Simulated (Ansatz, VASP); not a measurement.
## HfTi2Si2: VASP beside Ansatz

INCAR

```
SYSTEM = HfTi2Si2
ALGO = Fast
EDIFF = 1E-7
EDIFFG = -0.04
ENCUT = 600
GGA = PE
IBRION = 2
ISIF = 3
ISMEAR = 0
LASPH = .True.
LCHARG = .False.
LREAL = .False.
LWAVE = .False.
NELM = 80
NSW = 90
PREC = Accurate
SIGMA = 0.1
```

The input KPOINTS:

```
k-points
0
Gamma
  6 6 4
  0 0 0
```

File POSCAR:

```
HfTi2Si2
1.0
    3.5738291700      0.0000000000      0.0000000000
    0.0000000000      3.5738291700      0.0000000000
    0.0000000000      0.0000000000      6.7051837700
Hf Ti Si
1 2 2
Direct
    0.0000000000      0.0000000000      0.0000000000
    0.0000000000      0.0000000000      0.3063413700
    0.0000000000      0.0000000000      0.6936586300
    0.5000000000      0.5000000000      0.0000000000
    0.5000000000      0.5000000000      0.5000000000
```

Input for Ansatz:

```yaml
crystal:
  lattice:
    - [3.57382917, 0.0, 0.0]
    - [0.0, 3.57382917, 0.0]
    - [0.0, 0.0, 6.70518377]
  atoms:
    - { symbol: Hf, position: [0.0, 0.0, 0.0] }
    - { symbol: Ti, position: [0.0, 0.0, 0.30634137] }
    - { symbol: Ti, position: [0.0, 0.0, 0.69365863] }
    - { symbol: Si, position: [0.5, 0.5, 0.0] }
    - { symbol: Si, position: [0.5, 0.5, 0.5] }
basis:
  ecutwfc: 420
kpoints:
  mp_grid: { grid: [6, 6, 4] }
hamiltonian:
  xc: pbe
scf:
  occupations: { method: gaussian, width: 0.1 }
  lower_state_search: "off"
output:
  forces: true
  stress: true
  eigenvalues: true
relax:
  adjacent_minimum: "off"
  f_tol: 0.04
  max_steps: 70
  cell: { stress_tol: 0.4 }
```

Alike in both runs: task relaxation of cell and atoms; functional PBE; k mesh 6 × 6 × 4; occupations gaussian, width 0.1 eV; no spin polarisation.

|  | VASP | Ansatz |
| --- | --- | --- |
| version | VASP 6.6.1 | Ansatz 0.2.0 |
| potentials or method | VASP PAW PBE potentials, release 64 (Hf_pv, Ti_sv, Si), cutoff 600 eV | scalar-relativistic, plane waves, PAW |
| valence electrons in the cell | 42 | 58 |

VASP gave:

- gap on the k mesh at the Fermi level, each at its own relaxed structure (eV): none
- relaxed volume (Å³/atom): 19.60
- relaxed length of the cell vector where the two differ most in proportion (Å): 7.745

**Question.** Estimate Ansatz's values.

**Answer.** gap on the k mesh at the Fermi level, each at its own relaxed structure (eV): none; relaxed volume (Å³/atom): 19.61; relaxed length of the cell vector where the two differ most in proportion (Å): 7.767.

A gap of «none» marks a metal or a gap that the smearing closes. VASP's potentials hold 42 valence electrons a cell and Ansatz's 58, so a difference there can come from the potentials and not from the codes.

Spin-orbit coupling is off throughout.
